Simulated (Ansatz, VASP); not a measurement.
Two plane-wave programs on Sb

File POSCAR:

```
Sb
1.0
    3.4128000000      0.0000000000      0.0000000000
    0.0000000000      3.4128000000      0.0000000000
    0.0000000000      0.0000000000      3.2864000000
Sb
1
Direct
    0.0000000000      0.0000000000      0.0000000000
```

Contents of INCAR.step1:

```
SYSTEM = Sb
ALGO = Normal
EDIFF = 1E-4
ENCUT = 520
GGA = PE
ISMEAR = 0
LASPH = .TRUE.
LCHARG = .FALSE.
LREAL = .FALSE.
LWAVE = .TRUE.
NBANDS = 8
NELM = 80
PREC = Accurate
SIGMA = 0.15
```

INCAR.step2

```
SYSTEM = Sb
ALGO = Normal
EDIFF = 1E-6
ENCUT = 520
ISIF = 2
ISMEAR = 0
ISTART = 1
LASPH = .TRUE.
LCHARG = .FALSE.
LMIXTAU = .TRUE.
LREAL = .FALSE.
LWAVE = .FALSE.
METAGGA = R2SCAN
NBANDS = 8
NELM = 80
PREC = Accurate
SIGMA = 0.15
```

The input KPOINTS:

```
k-points
0
G
  16 16 16
  0 0 0
```

Input for Ansatz:

```yaml
crystal:
  lattice:
    - [3.4128, 0.0, 0.0]
    - [0.0, 3.4128, 0.0]
    - [0.0, 0.0, 3.2864]
  atoms:
    - { symbol: Sb, position: [0.0, 0.0, 0.0] }
basis:
  ecutwfc: 500
kpoints:
  mp_grid: { grid: [16, 16, 16] }
hamiltonian:
  xc: r2scan
scf:
  occupations: { method: gaussian, width: 0.15 }
output:
  forces: true
  stress: true
  eigenvalues: true
```

Change from the starting cell: strain +0.080 along x and y, +0.040 along z, atoms carried along.

Alike in both runs: task single point; functional r2SCAN; k mesh 16 × 16 × 16; occupations gaussian, width 0.15 eV; no spin polarisation.

```csv
,VASP,Ansatz
version,VASP 6.6.1,Ansatz 0.2.0
potentials or method,"VASP PAW PBE potentials, release 64 (Sb), cutoff 520 eV","scalar-relativistic, plane waves, PAW"
valence electrons in the cell,5,15
```

VASP gave:

| Quantity | Value |
| --- | --- |
| gap on the k mesh at the Fermi level (eV) | none |
| pressure (GPa) | -8.7 |
| traceless stress, the component that is largest in VASP (GPa) | 0.63 |

Task: Estimate Ansatz's values.

Result: gap on the k mesh at the Fermi level (eV): none; pressure (GPa): -8.6; traceless stress, the component that is largest in VASP (GPa): 0.63.

VASP's potentials were made for PBE, not for r2SCAN. A gap of «none» marks a metal or a gap that the smearing closes. The functional is the same, so the differences come from potentials, cutoffs and numerics. VASP's potentials hold 5 valence electrons a cell and Ansatz's 15, so a difference there can come from the potentials and not from the codes.

Spin-orbit coupling is off throughout.
